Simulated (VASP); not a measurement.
# AlP in VASP: relaxation of the atoms with PBEsol

Aim: the relaxation of the atoms of AlP with PBEsol.

All numbers are computed with VASP 6.6.1; they aren't measurements. Logs are shortened: lines on timing, memory, paths and dates and some standing lists are left out, and cuts for length are marked.

## (1) The cell of the first run

The cell holds a slab with vacuum, 14 atoms: a = 3.868 Å, b = 5.470 Å, c = 26.604 Å, α = 90.00°, β = 90.00°, γ = 90.00°.

## (2) Relaxation of the atoms, PBEsol

INCAR reads:

```
  ALGO = Normal
  DIPOL = 0.5 0.5 0.500
  EDIFF = 1E-7
  EDIFFG = -0.02
  ENCUT = 450
  GGA = PS
  GGA_COMPAT = False
  IBRION = 2
  IDIPOL = 3
  ISIF = 2
  ISMEAR = 0
  KPAR = 4
  LASPH = True
  LCHARG = False
  LDIPOL = True
  LREAL = False
  LWAVE = False
  NELM = 120
  NELMDL = -8
  NELMIN = 4
  NSW = 80
  PREC = Accurate
  SIGMA = 0.05
```

KPOINTS reads:

```
k-points
0
Gamma
  7 5 1
```

POSCAR reads:

```
AlP
1.0
    3.8681183855      0.0000000000      0.0000000000
    0.0000000000      5.4703454816      0.0000000000
    0.0000000000      0.0000000000     26.6043551564
Al P
7 7
Direct
    0.5000000000      0.5000000000      0.2819087310
    0.0000000000      0.0000000000      0.3546058206
    0.5000000000      0.5000000000      0.4273029103
    0.0000000000      0.0000000000      0.5000000000
    0.5000000000      0.5000000000      0.5726970897
    0.0000000000      0.0000000000      0.6453941794
    0.5000000000      0.5000000000      0.7180912690
    0.0000000000      0.7500000000      0.2819087310
    0.5000000000      0.2500000000      0.3546058206
    0.0000000000      0.7500000000      0.4273029103
    0.5000000000      0.2500000000      0.5000000000
    0.0000000000      0.7500000000      0.5726970897
    0.5000000000      0.2500000000      0.6453941794
    0.0000000000      0.7500000000      0.7180912690
```

Potentials or basis: VASP PAW PBE potentials, release 64 (Al, P).

Launch:

```
$ cat potpaw_PBE.64/Al/POTCAR potpaw_PBE.64/P/POTCAR > POTCAR
$ mpirun -np 4 vasp_std > vasp.out
```

OUTCAR:

```text
EDIFF = 1E-7
   EDIFFG = -0.02
   ENCUT = 450
   GGA = PS
   IBRION = 2
   ISIF = 2
   ISMEAR = 0
   LASPH = True
   LREAL = False
   NELM = 120
   NELMDL = -8
   NELMIN = 4
   NSW = 80
   PREC = Accurate

 ion  position               nearest neighbor table
   1  0.500  0.500  0.282-   9 2.37   8 2.37   8 2.37
   2  0.000  0.000  0.355-   8 2.37   9 2.37   9 2.37  10 2.37
   3  0.500  0.500  0.427-  10 2.37  10 2.37  11 2.37   9 2.37
   4  0.000  0.000  0.500-  11 2.37  11 2.37  12 2.37  10 2.37
   5  0.500  0.500  0.573-  12 2.37  12 2.37  13 2.37  11 2.37
   6  0.000  0.000  0.645-  14 2.37  13 2.37  13 2.37  12 2.37
   7  0.500  0.500  0.718-  13 2.37  14 2.37  14 2.37
   8  0.000  0.750  0.282-   2 2.37   1 2.37   1 2.37
   9  0.500  0.250  0.355-   1 2.37   2 2.37   2 2.37   3 2.37
  10  0.000  0.750  0.427-   3 2.37   3 2.37   4 2.37   2 2.37
  11  0.500  0.250  0.500-   4 2.37   4 2.37   5 2.37   3 2.37
  12  0.000  0.750  0.573-   5 2.37   5 2.37   6 2.37   4 2.37
  13  0.500  0.250  0.645-   7 2.37   6 2.37   6 2.37   5 2.37
  14  0.000  0.750  0.718-   6 2.37   7 2.37   7 2.37

  LATTYP: Found a simple orthorhombic cell.
 ALAT       =     3.8681183855
 B/A-ratio  =     1.4142135624
 C/A-ratio  =     6.8778544256

  Lattice vectors:

 A1 = (   3.8681183855,   0.0000000000,   0.0000000000)
 A2 = (   0.0000000000,   5.4703454816,   0.0000000000)
 A3 = (   0.0000000000,   0.0000000000,  26.6043551564)

Analysis of symmetry for initial positions (statically):
=====================================================================
 Subroutine PRICEL returns:
 Original cell was already a primitive cell.

 Routine SETGRP: Setting up the symmetry group for a
 simple orthorhombic supercell.

 Subroutine GETGRP returns: Found  4 space group operations
 (whereof  4 operations were pure point group operations)
 out of a pool of  8 trial point group operations.

The static configuration has the point symmetry C_2v.

Analysis of symmetry for dynamics (positions and initial velocities):
=====================================================================
 Subroutine PRICEL returns:
 Original cell was already a primitive cell.

 Routine SETGRP: Setting up the symmetry group for a
 simple orthorhombic supercell.

 Subroutine GETGRP returns: Found  4 space group operations
 (whereof  4 operations were pure point group operations)
 out of a pool of  8 trial point group operations.

The dynamic configuration has the point symmetry C_2v.

 Subroutine INISYM returns: Found  4 space group operations
 (whereof  4 operations are pure point group operations),
 and found     1 'primitive' translations

----------------------------------------------------------------------------------------

                                     Primitive cell

  volume of cell :     562.9467

  direct lattice vectors                    reciprocal lattice vectors
     3.868118385  0.000000000  0.000000000     0.258523628  0.000000000  0.000000000
     0.000000000  5.470345482  0.000000000     0.000000000  0.182803811  0.000000000
     0.000000000  0.000000000 26.604355156     0.000000000  0.000000000  0.037587831

  length of vectors
     3.868118385  5.470345482 26.604355156     0.258523628  0.182803811  0.037587831

  position of ions in fractional coordinates (direct lattice)
     0.500000000  0.500000000  0.281908731
     0.000000000  0.000000000  0.354605821
     0.500000000  0.500000000  0.427302910
     0.000000000  0.000000000  0.500000000
     0.500000000  0.500000000  0.572697090
     0.000000000  0.000000000  0.645394179
     0.500000000  0.500000000  0.718091269
     0.000000000  0.750000000  0.281908731
     0.500000000  0.250000000  0.354605821
     0.000000000  0.750000000  0.427302910
     0.500000000  0.250000000  0.500000000
[... 83 lines left out ...]
   IBRION =      2    ionic relax: 0-MD 1-quasi-New 2-CG
   NFREE  =      1    steps in history (QN), initial steepest desc. (CG)
   ISIF   =      2    stress and relaxation
   ISYM   =      2    0-nonsym 1-usesym 2-fastsym
   POTIM  = 0.5000    time-step for ionic-motion
   TEBEG  =    0.0;   TEEND  =   0.0 temperature during run
   PSTRESS=    0.0 pullay stress
   NELECT =      56.0000    total number of electrons
   NUPDOWN=      -1.0000    fix difference up-down
   EMIN   =  10.00;   EMAX   =-10.00  energy-range for DOS
   EFERMI =   0.00;   METHOD = LEGACY
   ISMEAR =     0;   SIGMA  =   0.05  broadening in eV -4-tet -1-fermi 0-gaus
   EFERMI_NEDOS =   21; number of points for ismear=-14 and -15
   IALGO  =     38    algorithm
   IMIX   =      4    mixing-type and parameters
     AMIX     =   0.40;   BMIX     =  1.00
     AMIX_MAG =   1.60;   BMIX_MAG =  1.00
  volume/ion in A,a.u.               =      40.21       271.35
  Fermi-wavevector in a.u.,A,eV,Ry     =   0.758546  1.433444  7.828678  0.575392
  Thomas-Fermi vector in A             =   1.857141
   LORBIT       =      0    0 simple, 1 ext, 2 COOP (PROOUT), +10 PAW based schemes
   GGA     = PS    functional components
   LHFCALC =     F    Hartree Fock is set to
   AEXX    =    0.0000 exact exchange contribution
   IVDW    =     0    specifies the selected vdW correction
   LEPSILON=     F    determine dielectric tensor
   LRPA    =     F    only Hartree local field effects (RPA)
 conjugate gradient relaxation of ions
 non-spin polarized calculation
 Gauss-broadening in eV      SIGMA  =   0.05
  energy-cutoff  :      450.00
  volume of cell :      562.95
 maximum number of plane-waves:     12263
 NGX is ok and might be reduce to    28
   NGX = 13   NGY = 19   NGZ = 93

--------------------------------------- Ionic step        1  -------------------------------------------

 number of electron      56.0000008 magnetization

 Free energy of the ion-electron system (eV)
  ---------------------------------------------------
  ext. energy  EPLUGINS =         0.00000000
  ---------------------------------------------------
  free energy    TOTEN  =       -72.94577921 eV

  energy without entropy =      -72.94577921  energy(sigma->0) =      -72.94577921

------------------------ aborting loop because EDIFF is reached ----------------------------------------

  FORCE on cell =-STRESS in cart. coord.  units (eV):
  Direction    XX          YY          ZZ          XY          YZ          ZX
  --------------------------------------------------------------------------------------
  -------------------------------------------------------------------------------------
  Total       -3.4115843     -4.1953113     -0.7741290      0.0000000      0.0000000      0.0000000
  in kB       -9.7095575    -11.9400879     -2.2032139      0.0000000      0.0000000      0.0000000
  external PRESSURE =      -7.9509531 kB  Pullay stress =       0.0000000 kB
[... 35 lines left out ...]
--------------------------------------- Ionic step        2  -------------------------------------------

 number of electron      56.0000005 magnetization

 E-fermi :   0.0976     XC(G=0):  -5.3257

 val. band max:       -0.1740643362   @ k =   0.4286   0.4000   0.0000
 cond. band min:       1.0475882025   @ k =   0.4286   0.0000   0.0000
 fundamental gap:      1.2216525387
 Fermi energy:         0.0976159160

 k-point     1 :       0.0000    0.0000    0.0000
  band No.  band energies     occupation
      1     -11.6977      2.00000
      2     -11.2715      2.00000
      3     -10.6926      2.00000
      4     -10.0446      2.00000
      5      -9.5852      2.00000
      6      -9.3113      2.00000
[... 546 lines left out ...]
  FREE ENERGIE OF THE ION-ELECTRON SYSTEM (eV)
  ---------------------------------------------------
  free  energy   TOTEN  =       -73.7535402171 eV

  energy  without entropy=      -73.7535402171  energy(sigma->0) =      -73.75354022

[... ionic steps 4 to 17 ...]

--------------------------------------- Ionic step       18  -------------------------------------------

 number of electron      56.0000002 magnetization

------------------------ aborting loop because EDIFF is reached ----------------------------------------
[... 43 lines left out ...]
--------------------------------------- Ionic step       19  -------------------------------------------

 number of electron      56.0000002 magnetization

 dipolmoment           0.000000      0.000000     -0.000000 electrons x Angstroem

------------------------ aborting loop because EDIFF is reached ----------------------------------------

  FORCE on cell =-STRESS in cart. coord.  units (eV):
  Direction    XX          YY          ZZ          XY          YZ          ZX
  --------------------------------------------------------------------------------------
  -------------------------------------------------------------------------------------
  Total       -2.4460555     -1.1949178     -0.3259192      0.0000000      0.0000000      0.0000000
  in kB       -6.9616093     -3.4008020     -0.9275842      0.0000000      0.0000000      0.0000000
  external PRESSURE =      -3.7633318 kB  Pullay stress =       0.0000000 kB
[... 35 lines left out ...]
--------------------------------------- Ionic step       20  -------------------------------------------

 number of electron      56.0000002 magnetization

 dipolmoment           0.000000      0.000000      0.000000 electrons x Angstroem

 Free energy of the ion-electron system (eV)
  ---------------------------------------------------
  ext. energy  EPLUGINS =         0.00000000
  ---------------------------------------------------
  free energy    TOTEN  =       -74.35078743 eV

  energy without entropy =      -74.35078743  energy(sigma->0) =      -74.35078743

 E-fermi :  -0.2631     XC(G=0):  -5.2580

 val. band max:       -0.5127042304   @ k =   0.0000   0.0000   0.0000
 cond. band min:       0.5764308326   @ k =   0.4286   0.0000   0.0000
 fundamental gap:      1.0891350630
 Fermi energy:        -0.2631283286

 k-point     1 :       0.0000    0.0000    0.0000
  band No.  band energies     occupation
      1     -11.8780      2.00000
      2     -11.5326      2.00000
      3     -10.9294      2.00000
      4     -10.2285      2.00000
      5      -9.7869      2.00000
      6      -9.6003      2.00000
[... 457 lines left out ...]
     35       3.2652      0.00000
     36       3.7962      0.00000

------------------------ aborting loop because EDIFF is reached ----------------------------------------

 vacuum level on the upper side and lower side of the slab       (xc-potential included)        -0.010        -0.010

  FORCE on cell =-STRESS in cart. coord.  units (eV):
  Direction    XX          YY          ZZ          XY          YZ          ZX
  --------------------------------------------------------------------------------------
  -------------------------------------------------------------------------------------
  Total       -2.4217715     -1.1178116     -0.1912734      0.0000000      0.0000000      0.0000000
  in kB       -6.8924957     -3.1813536     -0.5443747      0.0000000      0.0000000      0.0000000
  external PRESSURE =      -3.5394080 kB  Pullay stress =       0.0000000 kB
[... 29 lines left out ...]
  FREE ENERGIE OF THE ION-ELECTRON SYSTEM (eV)
  ---------------------------------------------------
  free  energy   TOTEN  =       -74.3507874258 eV

  energy  without entropy=      -74.3507874258  energy(sigma->0) =      -74.35078743

 reached required accuracy - stopping structural energy minimisation

 vacuum level on the upper side and lower side of the slab         5.180         5.180
```

Run time: 17 min. Hardware: 4 MPI ranks of AMD EPYC 7R13 (Zen 3), shared host; peak memory 0.61 GiB.

What came out:

| Item | Value |
| --- | --- |
| Free energy | -74.3508 eV |
| Energy gained by relaxing | 100.4 meV/atom |
| Ionic steps | 20 |
| Largest force after relaxing | 0.011 eV/Å |
| Band gap on the k mesh | 1.09 eV (least direct gap 1.49 eV) |

Forces on the atoms (eV/Å):
```
Al   0.000  0.000  0.007
Al   0.000 -0.002  0.008
Al   0.000  0.007  0.002
Al   0.000  0.011  0.000
Al   0.000  0.007 -0.002
Al   0.000 -0.002 -0.008
Al   0.000  0.000 -0.007
P    0.000 -0.008  0.001
P    0.000  0.000  0.001
P    0.000  0.002  0.000
P    0.000 -0.008  0.000
P    0.000  0.002  0.000
P    0.000  0.000 -0.001
P    0.000 -0.008 -0.001
```

The path:
| step | energy change (eV) | largest force (eV/Å) | pressure (GPa) |
| --- | --- | --- | --- |
| 1 | 0.0000 | 2.0287 | -0.80 |
| 2 | -0.5146 | 1.4176 | -0.57 |
| 3 | -0.8078 | 0.9432 | -0.27 |
| 4 | -1.1459 | 0.5663 | -0.42 |
| 5 | -1.3144 | 0.5413 | -0.62 |
| 6 | -1.3617 | 0.3289 | -0.64 |
| 7 | -1.3630 | 0.2878 | -0.64 |
| 8 | -1.3762 | 0.1771 | -0.62 |
| 9 | -1.3790 | 0.2090 | -0.60 |
| 10 | -1.3887 | 0.1927 | -0.55 |
| 11 | -1.3952 | 0.1638 | -0.46 |
| 12 | -1.3996 | 0.0639 | -0.44 |
| 13 | -1.4003 | 0.0772 | -0.42 |
| 14 | -1.4025 | 0.0508 | -0.42 |
| 15 | -1.4033 | 0.0645 | -0.41 |
| 16 | -1.4044 | 0.0276 | -0.40 |
| 17 | -1.4044 | 0.0277 | -0.40 |
| 18 | -1.4048 | 0.0250 | -0.38 |
| 19 | -1.4048 | 0.0240 | -0.38 |
| 20 | -1.4050 | 0.0105 | -0.35 |

Final structure:
```cif
data_structure
_symmetry_space_group_name_H-M 'P 1'
_symmetry_Int_Tables_number 1
_cell_length_a 3.8681
_cell_length_b 5.4703
_cell_length_c 26.6044
_cell_angle_alpha 90.000
_cell_angle_beta 90.000
_cell_angle_gamma 90.000
_cell_volume 562.95
loop_
_atom_site_label
_atom_site_type_symbol
_atom_site_fract_x
_atom_site_fract_y
_atom_site_fract_z
_atom_site_occupancy
Al1 Al 0.50000 0.56096 0.29905 1
Al2 Al 0.00000 0.98240 0.35118 1
Al3 Al 0.50000 0.48662 0.42790 1
Al4 Al 0.00000 0.98392 0.50000 1
Al5 Al 0.50000 0.48662 0.57210 1
Al6 Al 0.00000 0.98240 0.64882 1
Al7 Al 0.50000 0.56096 0.70095 1
P1 P 0.00000 0.76330 0.27468 1
P2 P 0.50000 0.23295 0.35501 1
P3 P 0.00000 0.73935 0.42631 1
P4 P 0.50000 0.23490 0.50000 1
P5 P 0.00000 0.73935 0.57369 1
P6 P 0.50000 0.23295 0.64499 1
P7 P 0.00000 0.76330 0.72532 1
```

Levels at points of the mesh, in eV from the valence-band top:
```
           k point  band 25  band 26  band 27  band 28  band 29  band 30  band 31  band 32
(0.00, 0.00, 0.00)    -0.24    -0.15    -0.12     0.00     1.62     2.01     2.52     2.75
```

Caveat: the PAW data sets were made with another functional, which shifts forces and pressure a little.
